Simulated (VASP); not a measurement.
# Nb (R3m) in VASP: single point with PBEsol

Aim: the single point of Nb with PBEsol.

All numbers are computed with VASP 6.6.1; they aren't measurements. Logs are shortened: lines on timing, memory, paths and dates and some standing lists are left out, and cuts for length are marked.

### Step 1. The cell of the first run

The structure is trigonal, space group R3m (No. 160). The conventional cell has a = 9.413 Å, b = 9.413 Å, c = 5.764 Å, α = 90.00°, β = 90.00°, γ = 120.00°. Within 3.7 Å of Nb (site symmetry 3m) lie 12 Nb at 2.81 to 3.50 Å. Nb (site symmetry m) has 12 Nb at 2.69 to 3.50 Å within 3.5 Å. Within 3.5 Å of Nb (site symmetry m) lie 12 Nb at 2.69 to 3.33 Å.

### Step 2. Single point, PBEsol

Input file INCAR:

```
SYSTEM = Nb
PREC = Accurate
ENCUT = 400
EDIFF = 1E-6
ISMEAR = -1
SIGMA = 0.1
LREAL = .FALSE.
LASPH = .TRUE.
NELM = 120
ALGO = Normal
ISIF = 2
LWAVE = .FALSE.
LCHARG = .FALSE.
GGA = PS
NBANDS = 54
GGA_COMPAT = .FALSE.
```

Input file KPOINTS:

```
regular mesh
0
G
  2 2 2
  0 0 0
```

Input file POSCAR:

```
Nb
1.0
   -3.3279000000      3.3279000000      3.3279000000
    3.3279000000     -3.3279000000      3.3279000000
    3.3279000000      3.3279000000     -3.3279000000
Nb
7
Direct
    0.0000000000      0.0000000000      0.3775798552
    0.0000000000      0.4262426756     -0.0257663992
    0.0000000000      0.5091019862      0.4616880014
    0.4262426756      0.0000000000     -0.0257663992
    0.5091019862      0.0000000000      0.4616880014
    0.4908980138      0.4908980138     -0.0474139848
    0.5737573244      0.5737573244      0.5479909252
```

Potentials or basis: VASP PAW PBE potentials, release 64 (Nb_sv).

Command:

```bash
> cat potpaw_PBE.64/Nb_sv/POTCAR > POTCAR
> mpirun -np 1 vasp_std > vasp.out
```

OUTCAR:

```text
SYSTEM = Nb
   PREC = Accurate
   ENCUT = 400
   EDIFF = 1E-6
   ISMEAR = -1
   LREAL = .FALSE.
   LASPH = .TRUE.
   NELM = 120
   ISIF = 2
   GGA = PS

 ion  position               nearest neighbor table
   1  0.000  0.000  0.378-   5 2.81   3 2.81   6 2.81   3 3.03   5 3.03   6 3.03
   2  0.000  0.426  0.974-   3 2.69   6 2.78   5 2.78   5 3.05   6 3.05
   3  0.000  0.509  0.462-   2 2.69   4 2.78   7 2.78   1 2.81   1 3.03   4 3.05   7 3.05
   4  0.426  0.000  0.974-   5 2.69   6 2.78   3 2.78   3 3.05   6 3.05
   5  0.509  0.000  0.462-   4 2.69   2 2.78   7 2.78   1 2.81   1 3.03   2 3.05   7 3.05
   6  0.491  0.491  0.953-   7 2.69   4 2.78   2 2.78   1 2.81   1 3.03   2 3.05   4 3.05
   7  0.574  0.574  0.548-   6 2.69   5 2.78   3 2.78   5 3.05   3 3.05

  LATTYP: Found a body centered cubic cell.
 ALAT       =     6.6558000000

  Lattice vectors:

 A1 = (  -3.3279000000,   3.3279000000,   3.3279000000)
 A2 = (   3.3279000000,  -3.3279000000,   3.3279000000)
 A3 = (   3.3279000000,   3.3279000000,  -3.3279000000)

Analysis of symmetry for initial positions (statically):
=====================================================================
 Subroutine PRICEL returns:
 Original cell was already a primitive cell.

 Routine SETGRP: Setting up the symmetry group for a
 body centered cubic supercell.

 Subroutine GETGRP returns: Found  6 space group operations
 (whereof  6 operations were pure point group operations)
 out of a pool of 48 trial point group operations.

The static configuration has the point symmetry C_3v.

Analysis of symmetry for dynamics (positions and initial velocities):
=====================================================================
 Subroutine PRICEL returns:
 Original cell was already a primitive cell.

 Routine SETGRP: Setting up the symmetry group for a
 body centered cubic supercell.

 Subroutine GETGRP returns: Found  6 space group operations
 (whereof  6 operations were pure point group operations)
 out of a pool of 48 trial point group operations.

The dynamic configuration has the point symmetry C_3v.

 Subroutine INISYM returns: Found  6 space group operations
 (whereof  6 operations are pure point group operations),
 and found     1 'primitive' translations

----------------------------------------------------------------------------------------
[... 83 lines left out ...]
   LREAL  =      F    real-space projection
   EDIFFG = 0.1E-04   stopping-criterion for IOM
   NSW    =      0    number of steps for IOM
   IBRION =     -1    ionic relax: 0-MD 1-quasi-New 2-CG
   NFREE  =      0    steps in history (QN), initial steepest desc. (CG)
   ISIF   =      2    stress and relaxation
   ISYM   =      2    0-nonsym 1-usesym 2-fastsym
   POTIM  = 0.5000    time-step for ionic-motion
   TEBEG  =    0.0;   TEEND  =   0.0 temperature during run
   PSTRESS=    0.0 pullay stress
   NELECT =      91.0000    total number of electrons
   NUPDOWN=      -1.0000    fix difference up-down
   EMIN   =  10.00;   EMAX   =-10.00  energy-range for DOS
   EFERMI =   0.00;   METHOD = LEGACY
   ISMEAR =    -1;   SIGMA  =   0.10  broadening in eV -4-tet -1-fermi 0-gaus
   EFERMI_NEDOS =   21; number of points for ismear=-14 and -15
   IALGO  =     38    algorithm
   IMIX   =      4    mixing-type and parameters
     AMIX     =   0.40;   BMIX     =  1.00
     AMIX_MAG =   1.60;   BMIX_MAG =  1.00
  volume/ion in A,a.u.               =      21.06       142.12
  Fermi-wavevector in a.u.,A,eV,Ry     =   1.393900  2.634090 26.435547  1.942958
  Thomas-Fermi vector in A             =   2.517502
   LORBIT       =      0    0 simple, 1 ext, 2 COOP (PROOUT), +10 PAW based schemes
   GGA     = PS    functional components
   LHFCALC =     F    Hartree Fock is set to
   AEXX    =    0.0000 exact exchange contribution
   IVDW    =     0    specifies the selected vdW correction
   LEPSILON=     F    determine dielectric tensor
   LRPA    =     F    only Hartree local field effects (RPA)
 non-spin polarized calculation
  energy-cutoff  :      400.00
  volume of cell :      147.42
 maximum number of plane-waves:      2718
 NGX is ok and might be reduce to    40
   NGX = 19   NGY = 19   NGZ = 19

 number of electron      91.0000013 magnetization

 Free energy of the ion-electron system (eV)
  ---------------------------------------------------
  ext. energy  EPLUGINS =         0.00000000
  ---------------------------------------------------
  free energy    TOTEN  =       -73.29262340 eV

  energy without entropy =      -72.97303304  energy(sigma->0) =      -73.13282822

 E-fermi :   9.2002     XC(G=0): -11.7433

 val. band max:        9.1762658112   @ k =   0.5000   0.0000   0.0000
 cond. band min:       9.2872460278   @ k =   0.0000   0.0000   0.5000
 fundamental gap:      0.1109802166
 Fermi energy:         9.2002364564

 k-point     1 :       0.0000    0.0000    0.0000
  band No.  band energies     occupation
      1     -45.6232      2.00000
      2     -45.5575      2.00000
      3     -45.5379      2.00000
      4     -45.5379      2.00000
      5     -45.0329      2.00000
      6     -45.0329      2.00000
[... 217 lines left out ...]
     53      10.2994      0.00003
     54      10.9807      0.00000

------------------------ aborting loop because EDIFF is reached ----------------------------------------

  FORCE on cell =-STRESS in cart. coord.  units (eV):
  Direction    XX          YY          ZZ          XY          YZ          ZX
  --------------------------------------------------------------------------------------
  -------------------------------------------------------------------------------------
  Total      -15.5121600    -15.5121600    -15.5121600      0.3774742     -0.3774742     -0.3774742
  in kB     -168.5823344   -168.5823344   -168.5823344      4.1022961     -4.1022961     -4.1022961
  external PRESSURE =    -168.5823344 kB  Pullay stress =       0.0000000 kB

 VOLUME and BASIS-vectors are now :
 -----------------------------------------------------------------------------
  energy-cutoff  :      400.00
  volume of cell :      147.42
      direct lattice vectors                 reciprocal lattice vectors
    -3.327900000  3.327900000  3.327900000     0.000000000  0.150244899  0.150244899
     3.327900000 -3.327900000  3.327900000     0.150244899  0.000000000  0.150244899
     3.327900000  3.327900000 -3.327900000     0.150244899  0.150244899  0.000000000

 POSITION                                       TOTAL-FORCE (eV/Angst)
 -----------------------------------------------------------------------------------
      1.25655      1.25655     -1.25655         0.039331      0.039331     -0.039331
      4.66065      1.82366     -1.82366        -0.042524     -0.018982      0.018982
      3.23069     -0.15779      0.15779        -0.013875      0.027516     -0.027516
      1.82366      4.66065     -1.82366        -0.018982     -0.042524      0.018982
     -0.15779      3.23069      0.15779         0.027516     -0.013875     -0.027516
      3.17011      3.17011      0.09721         0.027516      0.027516      0.013875
      1.82366      1.82366      1.99515        -0.018982     -0.018982      0.042524
 -----------------------------------------------------------------------------------
    total drift:                                0.000047      0.000047     -0.000045

  FREE ENERGIE OF THE ION-ELECTRON SYSTEM (eV)
  ---------------------------------------------------
  free  energy   TOTEN  =       -73.2926234026 eV

  energy  without entropy=      -72.9730330361  energy(sigma->0) =      -73.13282822
```

OSZICAR:

```text
N       E                     dE             d eps       ncg     rms          rms(c)
DAV:   1     0.100119764134E+04    0.10012E+04   -0.45433E+04   456   0.145E+03
DAV:   2     0.172017009595E+02   -0.98400E+03   -0.96441E+03   506   0.610E+02
DAV:   3    -0.706517653687E+02   -0.87853E+02   -0.86143E+02   736   0.119E+02
DAV:   4    -0.773230724200E+02   -0.66713E+01   -0.65546E+01   776   0.326E+01
DAV:   5    -0.777745535035E+02   -0.45148E+00   -0.44774E+00   688   0.775E+00    0.181E+01
DAV:   6    -0.742079321208E+02    0.35666E+01   -0.17804E+01   672   0.226E+01    0.730E+00
DAV:   7    -0.736169394235E+02    0.59099E+00   -0.94353E+00   690   0.137E+01    0.440E+00
DAV:   8    -0.732743344739E+02    0.34260E+00   -0.21157E+00   688   0.809E+00    0.218E+00
DAV:   9    -0.732921598870E+02   -0.17825E-01   -0.21868E-01   584   0.313E+00    0.406E-01
DAV:  10    -0.732938193774E+02   -0.16595E-02   -0.43662E-02   704   0.119E+00    0.300E-01
DAV:  11    -0.732925875344E+02    0.12318E-02   -0.98740E-03   688   0.546E-01    0.154E-01
DAV:  12    -0.732926766522E+02   -0.89118E-04   -0.93251E-04   720   0.208E-01    0.492E-02
DAV:  13    -0.732926221815E+02    0.54471E-04   -0.80006E-05   656   0.592E-02    0.254E-02
DAV:  14    -0.732926237907E+02   -0.16092E-05   -0.18781E-05   688   0.245E-02    0.320E-03
DAV:  15    -0.732926234026E+02    0.38809E-06   -0.14187E-06   360   0.768E-03
   1 F= -.73292623E+02 E0= -.73132828E+02  d E =-.319590E+00
```

Run time: 36 s. Hardware: 1 thread of Intel Xeon Platinum 8259CL at 2.50GHz (Skylake/Cascade Lake), shared host; peak memory 0.23 GiB.

What came out:

* Free energy: -73.2926 eV
* Pressure: -16.9 GPa
* Largest force: 0.068 eV/Å
* Band gap on the k mesh: zero (an odd number of electrons rules out a gap without spin polarisation)

Forces on the atoms (eV/Å):
```
Nb   0.039  0.039 -0.039
Nb  -0.043 -0.019  0.019
Nb  -0.014  0.028 -0.028
Nb  -0.019 -0.043  0.019
Nb   0.028 -0.014 -0.028
Nb   0.028  0.028  0.014
Nb  -0.019 -0.019  0.043
```

Levels at points of the mesh, in eV from the Fermi level:
```csv
k point,band 42,band 43,band 44,band 45,band 46,band 47,band 48,band 49,band 50,band 51
"(0.00, 0.00, 0.00)",-0.39,-0.24,0.43,0.58,0.58,1.30,1.30,1.50,2.08,2.31
"(0.50, 0.00, 0.00)",-1.01,-0.90,-0.50,-0.13,-0.02,0.16,0.27,0.34,1.36,1.53
"(0.00, 0.00, 0.50)",-0.92,-0.80,-0.53,-0.18,-0.16,0.09,0.24,0.33,1.25,1.53
"(0.50, 0.50, 0.50)",-1.03,-0.99,-0.97,-0.43,-0.43,0.73,0.73,0.77,0.81,0.88
```

Caveat: the k points lie up to 0.67 Å⁻¹ apart, too coarse for converged energies and pressures of a metal; the PAW data sets were made with another functional, which shifts forces and pressure a little.

The gap in the log of VASP goes by the Fermi energy; the results here count the filled bands.